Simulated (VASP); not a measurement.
Write the native input for VASP 6.6.1 that does the following.

```yaml
Task: single point
Functional: PBEsol
Potentials_or_basis: VASP PAW PBE potentials, release 64 (Mg, Si, Ge_d)
Cutoff: 550 eV
k_mesh: 1 × 1 × 1, shifted
Occupations: fermi-dirac, width 0.05 eV
Spin: no spin polarisation
Dipole_correction: no
Further_INCAR_settings: LREAL = Auto; ALGO = Normal; EDIFF = 1e-06; NBANDS = 212; ISYM = -1
```

The structure of Mg32Si13Ge3 lies in POSCAR:

```
Mg32Si13Ge3
1.0
   12.6663542749      0.0000000000      0.0000000000
    0.0000000000     12.6663542749      0.0000000000
    0.0000000000      0.0000000000     12.6663542749
Mg Si Ge
64 26 6
Direct
    0.3747920000      0.1252210000      0.1253150000
    0.3744150000      0.1246820000      0.6247810000
    0.3745150000      0.6248340000      0.1249130000
    0.3749200000      0.6252470000      0.6253160000
    0.8748800000      0.1251150000      0.1252810000
    0.8757580000      0.1250870000      0.6252440000
    0.8748750000      0.6250680000      0.1251540000
    0.8749990000      0.6253100000      0.6243200000
    0.1248290000      0.3748710000      0.1251490000
    0.1251840000      0.3750320000      0.6250620000
    0.1247640000      0.8752830000      0.1253990000
    0.1252810000      0.8752900000      0.6250410000
    0.6250260000      0.3752380000      0.1250260000
    0.6245770000      0.3754480000      0.6248290000
    0.6253220000      0.8756170000      0.1247750000
    0.6245880000      0.8746580000      0.6247930000
    0.1247220000      0.1251380000      0.3749630000
    0.1252080000      0.1251620000      0.8750940000
    0.1250010000      0.6252580000      0.3750770000
    0.1253690000      0.6248070000      0.8755770000
    0.6246050000      0.1249200000      0.3745730000
    0.6248400000      0.1252000000      0.8759460000
    0.6251130000      0.6249330000      0.3752250000
    0.6247520000      0.6255470000      0.8754310000
    0.1246350000      0.1250870000      0.1251880000
    0.1249630000      0.1248140000      0.6251400000
    0.1245200000      0.6249350000      0.1249960000
    0.1253550000      0.6246390000      0.6248010000
    0.6247710000      0.1250960000      0.1252030000
    0.6242380000      0.1245300000      0.6248050000
    0.6250590000      0.6247800000      0.1247270000
    0.6245000000      0.6253620000      0.6245410000
    0.3746600000      0.3750650000      0.3747290000
    0.3745270000      0.3754220000      0.8753360000
    0.3743660000      0.8753700000      0.3755920000
    0.3749610000      0.8750510000      0.8751350000
    0.8753990000      0.3754460000      0.3745980000
    0.8753560000      0.3746010000      0.8754260000
    0.8748920000      0.8751640000      0.3749280000
    0.8749720000      0.8751100000      0.8758430000
    0.3747630000      0.3750610000      0.1249100000
    0.3742880000      0.3753380000      0.6245330000
    0.3744840000      0.8754290000      0.1250130000
    0.3748810000      0.8749350000      0.6252460000
    0.8748130000      0.3746920000      0.1251190000
    0.8759270000      0.3749900000      0.6248370000
    0.8747190000      0.8749430000      0.1250910000
    0.8748320000      0.8746960000      0.6243410000
    0.3746810000      0.1249730000      0.3748250000
    0.3744340000      0.1245530000      0.8752610000
    0.3742100000      0.6245730000      0.3754060000
    0.3747970000      0.6251470000      0.8749200000
    0.8752290000      0.1247250000      0.3744430000
    0.8754790000      0.1255060000      0.8755480000
    0.8748090000      0.6249970000      0.3748310000
    0.8748780000      0.6249640000      0.8758120000
    0.1247190000      0.3749650000      0.3748930000
    0.1249730000      0.3747820000      0.8750530000
    0.1248750000      0.8750390000      0.3752350000
    0.1252930000      0.8752890000      0.8754670000
    0.6244420000      0.3754270000      0.3744710000
    0.6246570000      0.3749570000      0.8757530000
    0.6251010000      0.8754700000      0.3751670000
    0.6243710000      0.8745530000      0.8753710000
    0.0000040000      0.0002310000      0.0001710000
    0.0000270000      0.9999490000      0.4999400000
    0.9998720000      0.4997270000      0.0001620000
    0.0001950000      0.5001270000      0.4998440000
    0.4997470000      0.0000660000      0.0002500000
    0.4997350000      0.0000100000      0.4998100000
    0.4997660000      0.5001290000      0.0000990000
    0.4996210000      0.5000250000      0.4998460000
    0.2498410000      0.2500170000      0.0002870000
    0.2497190000      0.2499830000      0.4998650000
    0.2499070000      0.7501140000      0.0002990000
    0.2497880000      0.7501350000      0.5002740000
    0.7498640000      0.2500030000      0.0003410000
    0.7499260000      0.7500240000      0.0003100000
    0.7498150000      0.7501470000      0.4997230000
    0.2497450000      0.0001900000      0.2502190000
    0.2499900000      0.9999080000      0.7500920000
    0.2497310000      0.4999650000      0.2499770000
    0.2498370000      0.5000920000      0.7501600000
    0.7498940000      0.0001730000      0.2500360000
    0.7500170000      0.5001050000      0.2499100000
    0.9998890000      0.2499510000      0.2499940000
    0.0002180000      0.2500280000      0.7500970000
    0.9997630000      0.7502050000      0.2501060000
    0.4998290000      0.2501430000      0.2498810000
    0.4998460000      0.7501280000      0.7500670000
    0.7500200000      0.2499990000      0.4999440000
    0.7499510000      0.0001060000      0.7502850000
    0.7500620000      0.4999540000      0.7500700000
    0.0000570000      0.7499550000      0.7502380000
    0.4995170000      0.2500740000      0.7500090000
    0.4997610000      0.7502350000      0.2501290000
```

These files were run (other wordings do the same):

INCAR

```
SYSTEM = Mg32Si13Ge3
PREC = Accurate ; ENCUT = 550
EDIFF = 1E-6 ; ISMEAR = -1
SIGMA = 0.05 ; LREAL = Auto
LASPH = .TRUE. ; NELM = 120
ALGO = Normal ; ISIF = 2
LWAVE = .FALSE. ; LCHARG = .FALSE.
GGA = PS ; ISYM = -1
NBANDS = 212 ; GGA_COMPAT = .FALSE.
```

KPOINTS

```
explicit points
1
Reciprocal
  0.25000000   0.25000000   0.25000000 1
```

Potentials or basis: VASP PAW PBE potentials, release 64 (Mg, Si, Ge_d).

Command:

```sh
$ cat potpaw_PBE.64/Mg/POTCAR potpaw_PBE.64/Si/POTCAR potpaw_PBE.64/Ge_d/POTCAR > POTCAR
$ mpirun -np 1 vasp_std > vasp.out
```

Results of the run:

| Quantity | Value |
| --- | --- |
| Pressure | -0.1 GPa |
| Largest force | 0.015 eV/Å |

Caveat: the PAW data sets were made with another functional, which shifts forces and pressure a little.

Run time: 16 min on 1 thread of Intel(R) Xeon(R) Platinum 8259CL CPU @ 2.50GHz (Skylake/Cascade Lake), with other jobs on the host, peak memory 1.8 GiB.
